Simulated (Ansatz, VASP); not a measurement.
**Two plane-wave programs on AlCo**

```
Al Co
1.0
     2.81940    0.00000    0.00000
     0.00000    2.81940    0.00000
     0.00000    0.00000    2.81940
Al Co
1 1
Direct
  0.00000 0.00000 0.00000
  0.50000 0.50000 0.50000
```

Alike in both runs: task single point; functional r2SCAN; k mesh 6 × 6 × 6; occupations gaussian, width 0.1 eV; no spin polarisation.

|  | VASP | Ansatz |
| --- | --- | --- |
| version | VASP 6.6.1 | Ansatz 0.2.0 |
| potentials or method | VASP PAW PBE potentials, release 64 (Al, Co), cutoff 520 eV | scalar-relativistic, plane waves, PAW |
| valence electrons in the cell | 12 | 20 |

|  | VASP | Ansatz | Ansatz less VASP |
| --- | --- | --- | --- |
| gap on the k mesh at the Fermi level (eV) | none | none | - |
| pressure (GPa) | 0.9 | 1.1 | +0.19 |

VASP's potentials were made for PBE, not for r2SCAN. A gap of «none» marks a metal or a gap that the smearing closes. VASP's potentials hold 12 valence electrons a cell and Ansatz's 20, so a difference there can come from the potentials and not from the codes.

The k mesh is coarse, so the values compare programs but aren't converged.
